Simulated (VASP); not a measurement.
# In16P15 (a cell with a defect) in VASP: single point with PBE

Aim: the single point of In16P15 (a cell with a defect) with PBE.

All numbers are computed with VASP 6.6.1; they aren't measurements. Logs are shortened: lines on timing, memory, paths and dates and some standing lists are left out, and cuts for length are marked.

## (1) The cell of the first run

The cell holds a defect, 31 atoms: a = 10.323 Å, b = 10.323 Å, c = 10.323 Å, α = 109.47°, β = 109.47°, γ = 109.47°.

## (2) Single point, PBE (atoms taken out, then relaxed in part)

File INCAR:

```
SYSTEM = In16P15
ALGO = Normal
EDIFF = 1E-6
ENCUT = 520
GGA = PE
ISIF = 2
ISMEAR = 0
LASPH = .True.
LCHARG = .False.
LREAL = Auto
LWAVE = .False.
NBANDS = 162
NELECT = 284.0
NELM = 100
PREC = Accurate
SIGMA = 0.02
```

File KPOINTS:

```
Automatic mesh
0
Gamma
  2 2 2
  0.5 0.5 0.5
```

File POSCAR:

```
In16P15
1.0
   -5.9597880289      5.9597880289      5.9597880289
    5.9597880289     -5.9597880289      5.9597880289
    5.9597880289      5.9597880289     -5.9597880289
In P
16 15
Direct
    0.4695568406      0.5000000000      0.0000000000
    0.4978744052      0.7478744052      0.7469771430
    0.5030228570      0.0008972622      0.5008972622
    0.7491027378      0.2521255948      0.0000000000
    0.4978744052      0.2469771430      0.2478744052
    0.7491027378      0.5000000000      0.7521255948
    0.7508972622      0.7530228570      0.5008972622
    0.0021255948     -0.0008972622      0.0000000000
    0.7508972622      0.0008972622      0.2530228570
    0.0304431594      0.2804431594      0.7804431594
    0.0021255948      0.5000000000      0.4991027378
    0.2500000000      0.7195568406      0.0000000000
   -0.0030228570      0.7478744052      0.2478744052
    0.2500000000     -0.0008972622      0.7521255948
    0.2500000000      0.2521255948      0.4991027378
    0.2500000000      0.5000000000      0.2195568406
    0.2500000000      0.7476940832      0.7540656736
    0.2500000000      0.0000000000      0.5000000000
    0.4976940832      0.2540656736      0.0000000000
    0.2500000000      0.2540656736      0.2476940832
    0.4976940832      0.5000000000      0.7540656736
    0.4959343264      0.7459343264      0.4936284096
    0.7500000000      0.0000000000      0.0000000000
    0.4959343264     -0.0063715904      0.2459343264
    0.7563715904      0.2523059168      0.7523059168
    0.7500000000      0.5000000000      0.5000000000
    0.0040656736      0.7476940832      0.0000000000
    0.7436284096      0.7459343264      0.2459343264
    0.0023059168      0.0063715904      0.7523059168
    0.0023059168      0.2523059168      0.5063715904
    0.0040656736      0.5000000000      0.2476940832
```

Potentials or basis: VASP PAW PBE potentials, release 64 (In_d, P).

Started as:

```sh
$ cat potpaw_PBE.64/In_d/POTCAR potpaw_PBE.64/P/POTCAR > POTCAR
$ mpirun -np 1 vasp_std > vasp.out
```

OUTCAR:

```text
SYSTEM = In16P15
   EDIFF = 1E-6
   ENCUT = 520
   GGA = PE
   ISIF = 2
   ISMEAR = 0
   LASPH = .True.
   LREAL = Auto
   NELECT = 284.0
   NELM = 100
   PREC = Accurate

 ion  position               nearest neighbor table
   1  0.470  0.500  0.000-  19 2.65  21 2.65  28 2.65  10 3.70  16 3.70  12 3.70
   2  0.498  0.748  0.747-  17 2.58  21 2.58  22 2.60  23 2.61
   3  0.503  0.001  0.501-  22 2.58  24 2.58  25 2.60  18 2.61
   4  0.749  0.252  0.000-  25 2.58  31 2.58  19 2.60  23 2.61
   5  0.498  0.247  0.248-  19 2.58  20 2.58  24 2.60  26 2.61
   6  0.749  0.500  0.752-  25 2.58  27 2.58  21 2.60  26 2.61
   7  0.751  0.753  0.501-  22 2.58  28 2.58  29 2.60  26 2.61
   8  0.002  0.999  0.000-  20 2.58  29 2.58  27 2.60  23 2.61
   9  0.751  0.001  0.253-  24 2.58  28 2.58  30 2.60  23 2.61
  10  0.030  0.280  0.780-  25 2.65  29 2.65  30 2.65  12 3.70   1 3.70  16 3.70
  11  0.002  0.500  0.499-  17 2.58  30 2.58  31 2.60  26 2.61
  12  0.250  0.720  0.000-  17 2.65  24 2.65  27 2.65  10 3.70  16 3.70   1 3.70
  13  0.997  0.748  0.248-  27 2.58  31 2.58  28 2.60  18 2.61
  14  0.250  0.999  0.752-  29 2.58  19 2.58  17 2.60  18 2.61
  15  0.250  0.252  0.499-  21 2.58  30 2.58  20 2.60  18 2.61
  16  0.250  0.500  0.220-  20 2.65  22 2.65  31 2.65   1 3.70  10 3.70  12 3.70
  17  0.250  0.748  0.754-   2 2.58  11 2.58  14 2.60  12 2.65
  18  0.250  0.000  0.500-   3 2.61  13 2.61  14 2.61  15 2.61
  19  0.498  0.254  0.000-   5 2.58  14 2.58   4 2.60   1 2.65
  20  0.250  0.254  0.248-   5 2.58   8 2.58  15 2.60  16 2.65
  21  0.498  0.500  0.754-   2 2.58  15 2.58   6 2.60   1 2.65
  22  0.496  0.746  0.494-   3 2.58   7 2.58   2 2.60  16 2.65
  23  0.750  0.000  0.000-   2 2.61   4 2.61   8 2.61   9 2.61
  24  0.496  0.994  0.246-   3 2.58   9 2.58   5 2.60  12 2.65
  25  0.756  0.252  0.752-   4 2.58   6 2.58   3 2.60  10 2.65
  26  0.750  0.500  0.500-   5 2.61   6 2.61   7 2.61  11 2.61
  27  0.004  0.748  0.000-  13 2.58   6 2.58   8 2.60  12 2.65
  28  0.744  0.746  0.246-   7 2.58   9 2.58  13 2.60   1 2.65
  29  0.002  0.006  0.752-   8 2.58  14 2.58   7 2.60  10 2.65
  30  0.002  0.252  0.506-  11 2.58  15 2.58   9 2.60  10 2.65
  31  0.004  0.500  0.248-   4 2.58  13 2.58  11 2.60  16 2.65

  LATTYP: Found a body centered cubic cell.
 ALAT       =    11.9195760578

  Lattice vectors:

 A1 = (  -5.9597880289,   5.9597880289,   5.9597880289)
 A2 = (   5.9597880289,  -5.9597880289,   5.9597880289)
 A3 = (   5.9597880289,   5.9597880289,  -5.9597880289)

Analysis of symmetry for initial positions (statically):
=====================================================================
 Subroutine PRICEL returns:
 Original cell was already a primitive cell.

 Routine SETGRP: Setting up the symmetry group for a
 body centered cubic supercell.

 Subroutine GETGRP returns: Found 24 space group operations
 (whereof  2 operations were pure point group operations)
 out of a pool of 48 trial point group operations.

The static configuration has the point symmetry C_1h.
 The point group associated with its full space group is T_d .

Analysis of symmetry for dynamics (positions and initial velocities):
=====================================================================
 Subroutine PRICEL returns:
 Original cell was already a primitive cell.

 Routine SETGRP: Setting up the symmetry group for a
 body centered cubic supercell.

 Subroutine GETGRP returns: Found 24 space group operations
 (whereof  2 operations were pure point group operations)
 out of a pool of 48 trial point group operations.

The dynamic configuration has the point symmetry C_1h.
 The point group associated with its full space group is T_d .

 Subroutine INISYM returns: Found 24 space group operations
 (whereof  2 operations are pure point group operations),
 and found     1 'primitive' translations

----------------------------------------------------------------------------------------

                                     Primitive cell

  volume of cell :     846.7446

  direct lattice vectors                    reciprocal lattice vectors
    -5.959788029  5.959788029  5.959788029     0.000000000  0.083895601  0.083895601
     5.959788029 -5.959788029  5.959788029     0.083895601  0.000000000  0.083895601
     5.959788029  5.959788029 -5.959788029     0.083895601  0.083895601  0.000000000

  length of vectors
    10.322655668 10.322655668 10.322655668     0.118646297  0.118646297  0.118646297

  position of ions in fractional coordinates (direct lattice)
     0.469556841  0.500000000  0.000000000
     0.497874405  0.747874405  0.746977143
     0.503022857  0.000897262  0.500897262
     0.749102738  0.252125595  0.000000000
     0.497874405  0.246977143  0.247874405
     0.749102738  0.500000000  0.752125595
[... 23 lines left out ...]
     0.002305917  0.252305917  0.506371590
     0.004065674  0.500000000  0.247694083

  ion indices of the primitive-cell ions
   primitive index   ion index
                 1           1
                 2           2
                 3           3
                 4           4
                 5           5
                 6           6
[... 23 lines left out ...]
                30          30
                31          31

----------------------------------------------------------------------------------------

 KPOINTS: Automatic mesh

Automatic generation of k-mesh.
 Grid dimensions read from file:
 generate k-points for:    2    2    2

 Generating k-lattice:

  Cartesian coordinates                     Fractional coordinates (reciprocal lattice)
     0.000000000  0.041947801  0.041947801     0.500000000  0.000000000  0.000000000
     0.041947801  0.000000000  0.041947801     0.000000000  0.500000000  0.000000000
     0.041947801  0.041947801  0.000000000     0.000000000  0.000000000  0.500000000

  Length of vectors
     0.059323149  0.059323149  0.059323149

  Shift w.r.t. Gamma in fractional coordinates (k-lattice)
     0.500000000  0.500000000  0.500000000

 Subroutine IBZKPT returns following result:
 ===========================================

 Found      2 irreducible k-points:

 Following reciprocal coordinates:
            Coordinates               Weight
  0.250000  0.250000  0.250000      2.000000
 -0.250000  0.250000  0.250000      6.000000
   k-points           NKPTS =      2   k-points in BZ     NKDIM =      2   number of bands    NBANDS=    162
   number of dos      NEDOS =    301   number of ions     NIONS =     31
   total plane-waves  NPLWV = 512000
   dimension x,y,z NGX =    80 NGY =   80 NGZ =   80
   dimension x,y,z NGXF=   160 NGYF=  160 NGZF=  160
   ions per type =              16  15
   NGX,Y,Z   is equivalent  to a cutoff of  12.88, 12.88, 12.88 a.u.
   NGXF,Y,Z  is equivalent  to a cutoff of  25.77, 25.77, 25.77 a.u.
 SYSTEM =  In16P15
   PREC   = accura    normal or accurate (medium, high low for compatibility)
   ISTART =      0    job   : 0-new  1-cont  2-samecut
   ICHARG =      2    charge: 1-file 2-atom 10-const
   ISPIN  =      1    spin polarized calculation?
   LNONCOLLINEAR =      F non collinear calculations
   LSORBIT =      F    spin-orbit coupling
   LASPH  =      T    aspherical Exc in radial PAW
   ENCUT  =  520.0 eV  38.22 Ry    6.18 a.u.  19.19 19.19 19.19*2*pi/ulx,y,z
   NELM   =    100;   NELMIN=  2; NELMDL= -5     # of ELM steps
   EDIFF  = 0.1E-05   stopping-criterion for ELM
   LREAL  =      T    real-space projection
   EDIFFG = 0.1E-04   stopping-criterion for IOM
   NSW    =      0    number of steps for IOM
   IBRION =     -1    ionic relax: 0-MD 1-quasi-New 2-CG
   NFREE  =      0    steps in history (QN), initial steepest desc. (CG)
   ISIF   =      2    stress and relaxation
   ISYM   =      2    0-nonsym 1-usesym 2-fastsym
   POTIM  = 0.5000    time-step for ionic-motion
   TEBEG  =    0.0;   TEEND  =   0.0 temperature during run
   PSTRESS=    0.0 pullay stress
   NELECT =     284.0000    total number of electrons
   NUPDOWN=      -1.0000    fix difference up-down
   EMIN   =  10.00;   EMAX   =-10.00  energy-range for DOS
   EFERMI =   0.00;   METHOD = LEGACY
   ISMEAR =     0;   SIGMA  =   0.02  broadening in eV -4-tet -1-fermi 0-gaus
   EFERMI_NEDOS =   21; number of points for ismear=-14 and -15
   IALGO  =     38    algorithm
   IMIX   =      4    mixing-type and parameters
     AMIX     =   0.40;   BMIX     =  1.00
     AMIX_MAG =   1.60;   BMIX_MAG =  1.00
  volume/ion in A,a.u.               =      27.31       184.33
  Fermi-wavevector in a.u.,A,eV,Ry     =   1.137444  2.149458 17.602939  1.293780
  Thomas-Fermi vector in A             =   2.274149
   LORBIT       =      0    0 simple, 1 ext, 2 COOP (PROOUT), +10 PAW based schemes
   GGA     = PE    functional components
   LHFCALC =     F    Hartree Fock is set to
   AEXX    =    0.0000 exact exchange contribution
   IVDW    =     0    specifies the selected vdW correction
   LEPSILON=     F    determine dielectric tensor
   LRPA    =     F    only Hartree local field effects (RPA)
 non-spin polarized calculation
 Gauss-broadening in eV      SIGMA  =   0.02
  energy-cutoff  :      520.00
  volume of cell :      846.74
 maximum number of plane-waves:     22768
 NGX is ok and might be reduce to    80
   NGX = 39   NGY = 39   NGZ = 39

 number of electron     284.0000017 magnetization

 Free energy of the ion-electron system (eV)
  ---------------------------------------------------
  ext. energy  EPLUGINS =         0.00000000
  ---------------------------------------------------
  free energy    TOTEN  =      -121.29526396 eV

  energy without entropy =     -121.28466368  energy(sigma->0) =     -121.28996382

 E-fermi :   5.3914     XC(G=0):  -9.0163

 val. band max:        5.0402484749   @ k =  -0.2500   0.2500   0.2500
 cond. band min:       5.4050810079   @ k =  -0.2500   0.2500   0.2500
 fundamental gap:      0.3648325331
 Fermi energy:         5.3913996081

 k-point     1 :       0.2500    0.2500    0.2500
  band No.  band energies     occupation
      1      -9.7606      2.00000
      2      -9.7606      2.00000
      3      -9.7606      2.00000
      4      -9.7565      2.00000
      5      -9.7565      2.00000
      6      -9.7565      2.00000
[... 146 lines left out ...]
    153       6.9832      0.00000
    154       7.0258      0.00000

 k-point     2 :      -0.2500    0.2500    0.2500
  band No.  band energies     occupation
      1      -9.7776      2.00000
      2      -9.7771      2.00000
      3      -9.7716      2.00000
      4      -9.7560      2.00000
      5      -9.7526      2.00000
      6      -9.7526      2.00000
[... 146 lines left out ...]
    153       7.4054      0.00000
    154       7.4151      0.00000
 [bands above 154 left out]

------------------------ aborting loop because EDIFF is reached ----------------------------------------

  FORCE on cell =-STRESS in cart. coord.  units (eV):
  Direction    XX          YY          ZZ          XY          YZ          ZX
  --------------------------------------------------------------------------------------
  -------------------------------------------------------------------------------------
  Total        4.0656903      4.0656903      4.0656903      0.0000000     -0.0000000     -0.0000000
  in kB        7.6929417      7.6929417      7.6929417      0.0000000     -0.0000000     -0.0000000
  external PRESSURE =       7.6929417 kB  Pullay stress =       0.0000000 kB

 VOLUME and BASIS-vectors are now :
 -----------------------------------------------------------------------------
  energy-cutoff  :      520.00
  volume of cell :      846.74
      direct lattice vectors                 reciprocal lattice vectors
    -5.959788029  5.959788029  5.959788029     0.000000000  0.083895601  0.083895601
     5.959788029 -5.959788029  5.959788029     0.083895601  0.000000000  0.083895601
     5.959788029  5.959788029 -5.959788029     0.083895601  0.083895601  0.000000000

 POSITION                                       TOTAL-FORCE (eV/Angst)
 -----------------------------------------------------------------------------------
      0.18143     -0.18143      5.77835         0.015220     -0.015220     -0.015220
      5.94177      2.96188      2.97257        -0.000882     -0.000882     -0.001686
     -0.00732      5.97780      0.01802        -0.001686      0.000882      0.000882
     -2.96188      2.96188      5.96711         0.000882     -0.000882      0.001686
     -0.01802      2.97257      2.96188        -0.000882     -0.001686     -0.000882
      2.99791      5.96711      2.96188         0.000882      0.001686     -0.000882
[... 23 lines left out ...]
      4.50781      1.52792     -1.50043        -0.007613     -0.007613      0.001266
      4.43187     -1.47946      1.52792         0.007613     -0.001266     -0.007613
 -----------------------------------------------------------------------------------
    total drift:                                0.000042      0.000042      0.000057

  FREE ENERGIE OF THE ION-ELECTRON SYSTEM (eV)
  ---------------------------------------------------
  free  energy   TOTEN  =      -121.2952639591 eV

  energy  without entropy=     -121.2846636810  energy(sigma->0) =     -121.28996382
```

Wall time 13 min (1 thread of AMD EPYC 7R43 (Zen 3), shared host); peak memory 0.96 GiB.

Results:

```yaml
Free_energy: -121.2953 eV
Largest_force: 0.026 eV/Å
```

Forces on the atoms (eV/Å):
```
In   0.015 -0.015 -0.015
In  -0.001 -0.001 -0.002
In  -0.002  0.001  0.001
In   0.001 -0.001  0.002
In  -0.001 -0.002 -0.001
In   0.001  0.002 -0.001
In   0.001 -0.002  0.001
In  -0.001  0.001  0.002
In   0.001  0.001 -0.002
In   0.015  0.015  0.015
In  -0.001  0.002  0.001
In  -0.015  0.015 -0.015
In  -0.002 -0.001 -0.001
In   0.002  0.001 -0.001
In   0.002 -0.001  0.001
In  -0.015 -0.015  0.015
P   -0.001 -0.008  0.008
P    0.000  0.000  0.000
P   -0.008  0.008 -0.001
P   -0.001  0.008 -0.008
P   -0.008 -0.001  0.008
P    0.008  0.008  0.001
P    0.000  0.000  0.000
P    0.008  0.001  0.008
P    0.001 -0.008 -0.008
P    0.000  0.000  0.000
P    0.008 -0.008 -0.001
P    0.001  0.008  0.008
P   -0.008  0.001 -0.008
P   -0.008 -0.008  0.001
P    0.008 -0.001 -0.008
```

Levels at points of the mesh, in eV from the Fermi level:
| k point | band 139 | band 140 | band 141 | band 142 | band 143 | band 144 |
| --- | --- | --- | --- | --- | --- | --- |
| (0.25, 0.25, 0.25) | -1.42 | -1.41 | -1.41 | 0.08 | 0.08 | 0.08 |

Caveat: the k points lie up to 0.37 Å⁻¹ apart; the cell carries a net charge on a neutralising background, which shifts energy and pressure; the cell differs from its parent crystal (atoms taken out, then relaxed in part); the cell is charged against a uniform background, so pressure and absolute levels hang on convention; spin-orbit coupling is left out, which moves the levels of the heavy elements.
